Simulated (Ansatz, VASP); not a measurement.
# Two plane-wave programs on Ag

```xyz
1
Lattice="0.0000 2.0272 2.0272 2.0272 0.0000 2.0272 2.0272 2.0272 0.0000" Properties=species:S:1:pos:R:3 pbc="T T T"
Ag    0.0000    0.0000    0.0000
```

Alike in both runs: functional PBEsol; k mesh 16 × 16 × 16; occupations fermi-dirac, width 0.05 eV; no spin polarisation.

Ansatz relaxed the structure, and its values are those at the end. VASP's run is a single point on that final structure, the one shown.

|  | VASP | Ansatz |
| --- | --- | --- |
| version | VASP 6.6.1 | Ansatz 0.2.0 |
| potentials or method | VASP PAW PBE potentials, release 64 (Ag), cutoff 500 eV | plane-wave PAW DFT |
| valence electrons in the cell | 11 | 19 |

Ansatz gave:

* pressure (GPa): 0.0

Question: What did VASP give for the same quantities?

Answer: Pressure (GPa): -0.2.

VASP's potentials were made for PBE, not for PBEsol, and Ansatz warns of the same on its side. VASP's potentials hold 11 valence electrons a cell and Ansatz's 19, so a difference there can come from the potentials and not from the codes.
